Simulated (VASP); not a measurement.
Runs of VASP 6.6.1 on Ru3S. The structure is that of space group Pm-3m (No. 221), or close to it. The cells are those of the table. 

```tsv
task	spin	cell	k mesh	cutoff (eV)	gap on the mesh (eV)	pressure (GPa)	moment (μB)	relaxed volume (Å³/atom)
single point	collinear, ferromagnetic start	a = 3.884 Å, 4 atoms	6 × 6 × 6	520	none	-12.5	(a)	-
relaxation of cell and atoms	off	relaxed from a = 3.798 Å, 4 atoms	12 × 12 × 12	600	none	0.0	-	13.70
single point	off	a = 3.798 Å, 4 atoms	12 × 12 × 12	520	none	0.0	-	-
relaxation of cell and atoms	collinear, ferromagnetic start	relaxed from a = 3.884 Å, 4 atoms	4 × 4 × 4	600	none	0.0	0.00	13.70
single point	collinear, ferromagnetic start	a = 3.798 Å, 4 atoms	4 × 4 × 4	520	none	0.0	0.00	-
```

Alike in all rows: level PBE; potentials or basis VASP PAW PBE potentials, release 64 (Ru_pv, S); smearing gaussian 0.1 eV.

Task: Estimate the missing entries.

Result: (a) 0.61.

Caveats: some runs use coarse meshes; the cell stands under tension (at least some runs); a moment this small can come from the mesh or the smearing (at least some runs).

A k mesh can miss the band edges, and the runs leave out spin-orbit coupling on Ru.

A gap of «none» marks levels without a gap at the run's occupations.
